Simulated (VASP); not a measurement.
Set up this calculation in VASP 6.6.1, as the native input.

```yaml
Task: relaxation of cell and atoms
Functional: PBEsol
Potentials_or_basis: VASP PAW PBE potentials, release 64 (Ti_sv, Al)
Cutoff: 600 eV
k_mesh: 14 × 14 × 10
Occupations: gaussian, width 0.1 eV
Spin: no spin polarisation
Dipole_correction: no
Further_INCAR_settings: ALGO = Normal; EDIFF = 1e-07; IBRION = 2; EDIFFG = -0.002; NSW = 100; ISIF = 3
```

The structure of TiAl (sol) lies in POSCAR:

```
TiAl
1.0
    2.8107518100      0.0000000000      0.0000000000
    0.0000000000      2.8107518100      0.0000000000
    0.0000000000      0.0000000000      4.0664219200
Ti Al
1 1
Direct
    0.5000000000      0.5000000000      0.5000000000
    0.0000000000      0.0000000000      0.0000000000
```

The input as run:

INCAR

```
SYSTEM = TiAl
PREC = Accurate
ENCUT = 600
EDIFF = 1E-7
ISMEAR = 0
SIGMA = 0.1
LREAL = .FALSE.
LASPH = .TRUE.
NELM = 80
ALGO = Normal
ISIF = 3
LWAVE = .FALSE.
LCHARG = .FALSE.
GGA = PS
IBRION = 2
NSW = 100
EDIFFG = -0.002
```

KPOINTS

```
regular mesh
0
G
  14 14 10
  0 0 0
```

Potentials or basis: VASP PAW PBE potentials, release 64 (Ti_sv, Al).

Launch:

```sh
$ cat potpaw_PBE.64/Ti_sv/POTCAR potpaw_PBE.64/Al/POTCAR > POTCAR
$ mpirun -np 1 vasp_std > vasp.out
```

It gave:

| Property | Result |
| --- | --- |
| Relaxed volume | 15.78 Å³/atom |
| Relaxed cell | a = 2.794 Å, b = 2.794 Å, c = 4.043 Å, α = 90.00°, β = 90.00°, γ = 90.00° |
| Space group after relaxing (to 0.05 Å) | P4/mmm (No. 123) |
| Energy gained by relaxing | 1.8 meV/atom |
| Ionic steps | 3 |
| Pressure after relaxing | 0.0 GPa |

Caveat: the PAW data sets were made with another functional, which shifts forces and pressure a little.

Wall time 110 s on 1 thread of Intel(R) Xeon(R) 6975P-C (Granite Rapids), with other jobs on the host, peak memory 0.24 GiB.
